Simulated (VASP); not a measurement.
# Ge (Fd-3m) in VASP: a series of runs, part 2 of 3

VASP 6.6.1. Earlier steps stand in the parts before.

## Step 4: Single point, RPBE

Input file INCAR:

```
PREC     = Accurate       # precision mode
ENCUT    = 500            # plane-wave cutoff, eV
EDIFF    = 1E-6           # SCF threshold, eV
ISMEAR   = 0              # smearing method
SIGMA    = 0.01           # smearing width, eV
LREAL    = False          # projectors in reciprocal space
LASPH    = True           # aspherical terms in the spheres
NELM     = 120            # most SCF steps
ALGO     = Normal         # electronic algorithm
ISIF     = 2              # what is computed and relaxed
LWAVE    = False          # write WAVECAR
LCHARG   = False          # write CHGCAR
GGA      = RP             # functional
NBANDS   = 21             # bands
GGA_COMPAT= False
```

Input file KPOINTS:

```
regular mesh
0
Gamma
  4 4 4
```

Input file POSCAR:

```
Ge
1.0
    0.0000000000      2.8289100000      2.8289100000
    2.8289100000      0.0000000000      2.8289100000
    2.8289100000      2.8289100000      0.0000000000
Ge
2
Direct
    0.0000000000      0.0000000000      0.0000000000
    0.2500000000      0.2500000000      0.2500000000
```

Potentials or basis: VASP PAW PBE potentials, release 64 (Ge_d).

Run with:

```console
$ cat potpaw_PBE.64/Ge_d/POTCAR > POTCAR
$ mpirun -np 1 vasp_std > vasp.out
```

OUTCAR:

```text
PREC = Accurate
   ENCUT = 500
   EDIFF = 1E-6
   ISMEAR = 0
   LREAL = False
   LASPH = True
   NELM = 120
   ISIF = 2
   GGA = RP

 ion  position               nearest neighbor table
   1  0.000  0.000  0.000-   2 2.45   2 2.45   2 2.45   2 2.45
   2  0.250  0.250  0.250-   1 2.45   1 2.45   1 2.45   1 2.45

  LATTYP: Found a face centered cubic cell.
 ALAT       =     5.6578200000

  Lattice vectors:

 A1 = (   0.0000000000,   2.8289100000,   2.8289100000)
 A2 = (   2.8289100000,   0.0000000000,   2.8289100000)
 A3 = (   2.8289100000,   2.8289100000,   0.0000000000)

Analysis of symmetry for initial positions (statically):
=====================================================================
 Subroutine PRICEL returns:
 Original cell was already a primitive cell.

 Routine SETGRP: Setting up the symmetry group for a
 face centered cubic supercell.

 Subroutine GETGRP returns: Found 48 space group operations
 (whereof 24 operations were pure point group operations)
 out of a pool of 48 trial point group operations.

The static configuration has the point symmetry T_d .
 The point group associated with its full space group is O_h .

Analysis of symmetry for dynamics (positions and initial velocities):
=====================================================================
 Subroutine PRICEL returns:
 Original cell was already a primitive cell.

 Routine SETGRP: Setting up the symmetry group for a
 face centered cubic supercell.

 Subroutine GETGRP returns: Found 48 space group operations
 (whereof 24 operations were pure point group operations)
 out of a pool of 48 trial point group operations.

The dynamic configuration has the point symmetry T_d .
 The point group associated with its full space group is O_h .

 Subroutine INISYM returns: Found 48 space group operations
 (whereof 24 operations are pure point group operations),
 and found     1 'primitive' translations

[... 93 lines left out ...]
   EFERMI_NEDOS =   21; number of points for ismear=-14 and -15
   IALGO  =     38    algorithm
   IMIX   =      4    mixing-type and parameters
     AMIX     =   0.40;   BMIX     =  1.00
     AMIX_MAG =   1.60;   BMIX_MAG =  1.00
  volume/ion in A,a.u.               =      22.64       152.78
  Fermi-wavevector in a.u.,A,eV,Ry     =   1.394756  2.635708 26.468033  1.945346
  Thomas-Fermi vector in A             =   2.518275
   LORBIT       =      0    0 simple, 1 ext, 2 COOP (PROOUT), +10 PAW based schemes
   GGA     = RP    functional components
   LHFCALC =     F    Hartree Fock is set to
   AEXX    =    0.0000 exact exchange contribution
   IVDW    =     0    specifies the selected vdW correction
   LEPSILON=     F    determine dielectric tensor
   LRPA    =     F    only Hartree local field effects (RPA)
 non-spin polarized calculation
 Gauss-broadening in eV      SIGMA  =   0.01
  energy-cutoff  :      500.00
  volume of cell :       45.28
 maximum number of plane-waves:      1174
 NGX is ok and might be reduce to    30
   NGX = 15   NGY = 15   NGZ = 15

 number of electron      28.0000022 magnetization

 Free energy of the ion-electron system (eV)
  ---------------------------------------------------
  ext. energy  EPLUGINS =         0.00000000
  ---------------------------------------------------
  free energy    TOTEN  =        -8.05657721 eV

  energy without entropy =       -8.05657721  energy(sigma->0) =       -8.05657721

 E-fermi :   5.2303     XC(G=0):  -9.7022

 val. band max:        5.1445786820   @ k =   0.0000   0.0000   0.0000
 cond. band min:       5.3018323328   @ k =   0.0000   0.0000   0.0000
 fundamental gap:      0.1572536507
 Fermi energy:         5.2303321055

 k-point     1 :       0.0000    0.0000    0.0000
  band No.  band energies     occupation
      1     -19.6845      2.00000
      2     -19.6845      2.00000
      3     -19.6845      2.00000
      4     -19.6496      2.00000
      5     -19.6496      2.00000
      6     -19.4394      2.00000
[... 181 lines left out ...]
     20      16.2479      0.00000
     21      18.1711      0.00000

------------------------ aborting loop because EDIFF is reached ----------------------------------------

  FORCE on cell =-STRESS in cart. coord.  units (eV):
  Direction    XX          YY          ZZ          XY          YZ          ZX
  --------------------------------------------------------------------------------------
  -------------------------------------------------------------------------------------
  Total        1.4963108      1.4963108      1.4963108      0.0000000      0.0000000      0.0000000
  in kB       52.9474443     52.9474443     52.9474443      0.0000000      0.0000000      0.0000000
  external PRESSURE =      52.9474443 kB  Pullay stress =       0.0000000 kB

 VOLUME and BASIS-vectors are now :
 -----------------------------------------------------------------------------
  energy-cutoff  :      500.00
  volume of cell :       45.28
      direct lattice vectors                 reciprocal lattice vectors
     0.000000000  2.828910000  2.828910000    -0.176746521  0.176746521  0.176746521
     2.828910000  0.000000000  2.828910000     0.176746521 -0.176746521  0.176746521
     2.828910000  2.828910000  0.000000000     0.176746521  0.176746521 -0.176746521

 POSITION                                       TOTAL-FORCE (eV/Angst)
 -----------------------------------------------------------------------------------
      0.00000      0.00000      0.00000         0.000000      0.000000     -0.000000
      1.41446      1.41446      1.41446        -0.000000     -0.000000      0.000000
 -----------------------------------------------------------------------------------
    total drift:                                0.000000     -0.000000      0.000000

  FREE ENERGIE OF THE ION-ELECTRON SYSTEM (eV)
  ---------------------------------------------------
  free  energy   TOTEN  =        -8.0565772143 eV

  energy  without entropy=       -8.0565772143  energy(sigma->0) =       -8.05657721
```

OSZICAR:

```text
N       E                     dE             d eps       ncg     rms          rms(c)
DAV:   1     0.183952214831E+03    0.18395E+03   -0.14076E+04   377   0.342E+03
DAV:   2     0.179308629711E+02   -0.16602E+03   -0.16114E+03   341   0.610E+02
DAV:   3    -0.727676563793E+01   -0.25208E+02   -0.25095E+02   376   0.139E+02
DAV:   4    -0.810268577924E+01   -0.82592E+00   -0.82552E+00   376   0.296E+01
DAV:   5    -0.811639497069E+01   -0.13709E-01   -0.13708E-01   381   0.420E+00    0.352E+00
DAV:   6    -0.806744328754E+01    0.48952E-01   -0.22536E-02   391   0.151E+00    0.210E+00
DAV:   7    -0.805186121131E+01    0.15582E-01   -0.57632E-02   368   0.217E+00    0.184E-01
DAV:   8    -0.805597609081E+01   -0.41149E-02   -0.82725E-03   351   0.101E+00    0.471E-02
DAV:   9    -0.805645929175E+01   -0.48320E-03   -0.56306E-04   371   0.229E-01    0.207E-02
DAV:  10    -0.805656741243E+01   -0.10812E-03   -0.18069E-04   351   0.115E-01    0.782E-03
DAV:  11    -0.805657719522E+01   -0.97828E-05   -0.32166E-05   371   0.699E-02    0.192E-03
DAV:  12    -0.805657721431E+01   -0.19088E-07   -0.81206E-07   299   0.121E-02
   1 F= -.80565772E+01 E0= -.80565772E+01  d E =-.553203E-26
```

stdout:

```text
POSCAR found type information on POSCAR Ge
 POSCAR found :  1 types and       2 ions
 scaLAPACK will be used
 -----------------------------------------------------------------------------
|                                                                             |
|                                                                             |
|     You enforced a specific xc type in the INCAR file but a different       |
|     I HOPE YOU KNOW WHAT YOU ARE DOING!                                     |
|                                                                             |
 -----------------------------------------------------------------------------

 LDA part: xc-table for (Slater+PW92), standard interpolation
 POSCAR, INCAR and KPOINTS ok, starting setup
 FFT: planning ... GRIDC
 FFT: planning ... GRID_SOFT
 FFT: planning ... GRID
 WAVECAR not read
 entering main loop
```

It took 6.6 s on 1 thread of Intel Xeon 6975P-C (Granite Rapids), shared host; peak memory 0.16 GiB.

What came out:

```yaml
Free_energy: -8.0566 eV
Pressure: 5.3 GPa
Band_gap_on_the_k_mesh: 0.16 eV, direct
```

Levels at points of the mesh, in eV from the valence-band top:
```tsv
k point	band 12	band 13	band 14	band 15	band 16	band 17
(0.00, 0.00, 0.00)	0.00	0.00	0.00	0.16	2.55	2.55
(0.50, 0.00, 0.00)	-7.56	-1.41	-1.41	0.27	3.75	3.75
(0.50, 0.50, 0.00)	-8.85	-3.08	-3.08	0.84	0.84	9.56
```

Caveat: the k points lie up to 0.48 Å⁻¹ apart; the PAW data sets were made with another functional, which shifts forces and pressure a little. A k mesh can miss the band edges.

## Step 5: Single point, RPBE

Input file INCAR:

```
SYSTEM = Ge
PREC = Accurate ; ENCUT = 500
EDIFF = 1E-6 ; ISMEAR = 0
SIGMA = 0.01 ; LREAL = .False.
LASPH = .True. ; NELM = 120
ALGO = Normal ; ISIF = 2
LWAVE = .False. ; LCHARG = .True.
GGA = RP ; LELF = .True.
LVHAR = .True. ; NBANDS = 21
GGA_COMPAT = .False.
```

Input file KPOINTS:

```
regular mesh
0
Gamma
  5 5 5
  0 0 0
```

POSCAR is that of step 4.

Potentials or basis: VASP PAW PBE potentials, release 64 (Ge_d).

Run with:

```console
$ cat potpaw_PBE.64/Ge_d/POTCAR > POTCAR
$ mpirun -np 1 vasp_std > vasp.out
```

OUTCAR:

```text
SYSTEM = Ge
   PREC = Accurate
   ENCUT = 500
   EDIFF = 1E-6
   ISMEAR = 0
   LREAL = .False.
   LASPH = .True.
   NELM = 120
   ISIF = 2
   GGA = RP

 ion  position               nearest neighbor table
   1  0.000  0.000  0.000-   2 2.45   2 2.45   2 2.45   2 2.45
   2  0.250  0.250  0.250-   1 2.45   1 2.45   1 2.45   1 2.45

  LATTYP: Found a face centered cubic cell.
 ALAT       =     5.6578200000

  Lattice vectors:

 A1 = (   0.0000000000,   2.8289100000,   2.8289100000)
 A2 = (   2.8289100000,   0.0000000000,   2.8289100000)
 A3 = (   2.8289100000,   2.8289100000,   0.0000000000)

Analysis of symmetry for initial positions (statically):
=====================================================================
 Subroutine PRICEL returns:
 Original cell was already a primitive cell.

 Routine SETGRP: Setting up the symmetry group for a
 face centered cubic supercell.

 Subroutine GETGRP returns: Found 48 space group operations
 (whereof 24 operations were pure point group operations)
 out of a pool of 48 trial point group operations.

The static configuration has the point symmetry T_d .
 The point group associated with its full space group is O_h .

Analysis of symmetry for dynamics (positions and initial velocities):
=====================================================================
 Subroutine PRICEL returns:
 Original cell was already a primitive cell.

 Routine SETGRP: Setting up the symmetry group for a
 face centered cubic supercell.

 Subroutine GETGRP returns: Found 48 space group operations
 (whereof 24 operations were pure point group operations)
 out of a pool of 48 trial point group operations.

The dynamic configuration has the point symmetry T_d .
 The point group associated with its full space group is O_h .

 Subroutine INISYM returns: Found 48 space group operations
 (whereof 24 operations are pure point group operations),
 and found     1 'primitive' translations

[... 93 lines left out ...]
   EFERMI =   0.00;   METHOD = LEGACY
   ISMEAR =     0;   SIGMA  =   0.01  broadening in eV -4-tet -1-fermi 0-gaus
   EFERMI_NEDOS =   21; number of points for ismear=-14 and -15
   IALGO  =     38    algorithm
   IMIX   =      4    mixing-type and parameters
     AMIX     =   0.40;   BMIX     =  1.00
     AMIX_MAG =   1.60;   BMIX_MAG =  1.00
  volume/ion in A,a.u.               =      22.64       152.78
  Fermi-wavevector in a.u.,A,eV,Ry     =   1.394756  2.635708 26.468033  1.945346
  Thomas-Fermi vector in A             =   2.518275
   LORBIT       =      0    0 simple, 1 ext, 2 COOP (PROOUT), +10 PAW based schemes
   GGA     = RP    functional components
   LHFCALC =     F    Hartree Fock is set to
   AEXX    =    0.0000 exact exchange contribution
   IVDW    =     0    specifies the selected vdW correction
   LEPSILON=     F    determine dielectric tensor
   LRPA    =     F    only Hartree local field effects (RPA)
 non-spin polarized calculation
 Gauss-broadening in eV      SIGMA  =   0.01
  energy-cutoff  :      500.00
  volume of cell :       45.28
 maximum number of plane-waves:      1167
 NGX is ok and might be reduce to    30
   NGX = 15   NGY = 15   NGZ = 15

 number of electron      28.0000022 magnetization

 Free energy of the ion-electron system (eV)
  ---------------------------------------------------
  ext. energy  EPLUGINS =         0.00000000
  ---------------------------------------------------
  free energy    TOTEN  =        -8.20944478 eV

  energy without entropy =       -8.20944478  energy(sigma->0) =       -8.20944478

 E-fermi :   5.1860     XC(G=0):  -9.7297

 val. band max:        5.1207085037   @ k =   0.0000   0.0000   0.0000
 cond. band min:       5.2736690524   @ k =   0.0000   0.0000   0.0000
 fundamental gap:      0.1529605486
 Fermi energy:         5.1860185476

 k-point     1 :       0.0000    0.0000    0.0000
  band No.  band energies     occupation
      1     -19.7164      2.00000
      2     -19.7164      2.00000
      3     -19.7164      2.00000
      4     -19.6810      2.00000
      5     -19.6810      2.00000
      6     -19.4712      2.00000
[... 229 lines left out ...]
     20      15.6230      0.00000
     21      18.4491      0.00000

------------------------ aborting loop because EDIFF is reached ----------------------------------------

  FORCE on cell =-STRESS in cart. coord.  units (eV):
  Direction    XX          YY          ZZ          XY          YZ          ZX
  --------------------------------------------------------------------------------------
  -------------------------------------------------------------------------------------
  Total        1.4503637      1.4503637      1.4503637      0.0000000      0.0000000      0.0000000
  in kB       51.3215907     51.3215907     51.3215907      0.0000000      0.0000000      0.0000000
  external PRESSURE =      51.3215907 kB  Pullay stress =       0.0000000 kB

 VOLUME and BASIS-vectors are now :
 -----------------------------------------------------------------------------
  energy-cutoff  :      500.00
  volume of cell :       45.28
      direct lattice vectors                 reciprocal lattice vectors
     0.000000000  2.828910000  2.828910000    -0.176746521  0.176746521  0.176746521
     2.828910000  0.000000000  2.828910000     0.176746521 -0.176746521  0.176746521
     2.828910000  2.828910000  0.000000000     0.176746521  0.176746521 -0.176746521

 POSITION                                       TOTAL-FORCE (eV/Angst)
 -----------------------------------------------------------------------------------
      0.00000      0.00000      0.00000        -0.000000     -0.000000     -0.000000
      1.41446      1.41446      1.41446         0.000000      0.000000      0.000000
 -----------------------------------------------------------------------------------
    total drift:                                0.000000      0.000000      0.000000

  FREE ENERGIE OF THE ION-ELECTRON SYSTEM (eV)
  ---------------------------------------------------
  free  energy   TOTEN  =        -8.2094447768 eV

  energy  without entropy=       -8.2094447768  energy(sigma->0) =       -8.20944478
```

OSZICAR:

```text
N       E                     dE             d eps       ncg     rms          rms(c)
DAV:   1     0.189048229560E+03    0.18905E+03   -0.14201E+04   450   0.356E+03
DAV:   2     0.182893043624E+02   -0.17076E+03   -0.16588E+03   425   0.615E+02
DAV:   3    -0.744072103986E+01   -0.25730E+02   -0.25447E+02   490   0.138E+02
DAV:   4    -0.825419566362E+01   -0.81347E+00   -0.81313E+00   485   0.294E+01
DAV:   5    -0.826742013755E+01   -0.13224E-01   -0.13224E-01   493   0.410E+00    0.346E+00
DAV:   6    -0.822187807545E+01    0.45542E-01   -0.21082E-02   483   0.149E+00    0.206E+00
DAV:   7    -0.820556525657E+01    0.16313E-01   -0.51089E-02   480   0.211E+00    0.178E-01
DAV:   8    -0.820894570550E+01   -0.33804E-02   -0.73866E-03   455   0.976E-01    0.446E-02
DAV:   9    -0.820934155075E+01   -0.39585E-03   -0.48969E-04   460   0.229E-01    0.195E-02
DAV:  10    -0.820943634263E+01   -0.94792E-04   -0.16434E-04   455   0.108E-01    0.781E-03
DAV:  11    -0.820944476780E+01   -0.84252E-05   -0.28272E-05   440   0.675E-02    0.191E-03
DAV:  12    -0.820944477675E+01   -0.89494E-08   -0.75598E-07   379   0.133E-02
   1 F= -.82094448E+01 E0= -.82094448E+01  d E =-.404444E-22
```

stdout:

```text
POSCAR found type information on POSCAR Ge
 POSCAR found :  1 types and       2 ions
 scaLAPACK will be used
 -----------------------------------------------------------------------------
|                                                                             |
|                                                                             |
|     You enforced a specific xc type in the INCAR file but a different       |
|     I HOPE YOU KNOW WHAT YOU ARE DOING!                                     |
|                                                                             |
 -----------------------------------------------------------------------------

 LDA part: xc-table for (Slater+PW92), standard interpolation
 POSCAR, INCAR and KPOINTS ok, starting setup
 FFT: planning ... GRIDC
 FFT: planning ... GRID_SOFT
 FFT: planning ... GRID
 WAVECAR not read
 entering main loop
```

Wall time 7.9 s (1 thread of Intel Xeon 6975P-C (Granite Rapids), shared host); peak memory 0.16 GiB.

Results:

| Item | Value |
| --- | --- |
| Free energy | -8.2094 eV |
| Pressure | 5.1 GPa |
| Band gap on the k mesh | 0.15 eV, direct |

Caveat: the PAW data sets were made with another functional, which shifts forces and pressure a little.

[end of part 2 of 3]
